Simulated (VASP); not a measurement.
Runs of VASP 6.6.1 on Al. The structure is that of space group Fm-3m (No. 225), or close to it. The cells are those of the table. 

```csv
cell,gap on the mesh (eV),pressure (GPa)
"a = 2.825 Å, angles 60.0°, 1 atom",none,(a)
"a = 2.785 Å, angles 60.0°, 1 atom",none,(b)
"a = 2.938 Å, angles 60.0°, 1 atom",none,-8.0
"a = 2.864 Å, angles 60.0°, 1 atom",none,-3.5
"a = 2.901 Å, angles 60.0°, 1 atom",none,-6.0
```

Alike in all rows: task single point; level LDA; potentials or basis VASP PAW LDA potentials, release 64 (Al); no spin polarisation; k mesh 12 × 12 × 12; cutoff (eV) 520; smearing gaussian 0.1 eV.

Estimate the missing entries.

(a) -0.4; (b) 3.5.

A gap of «none» marks levels without a gap at the run's occupations.
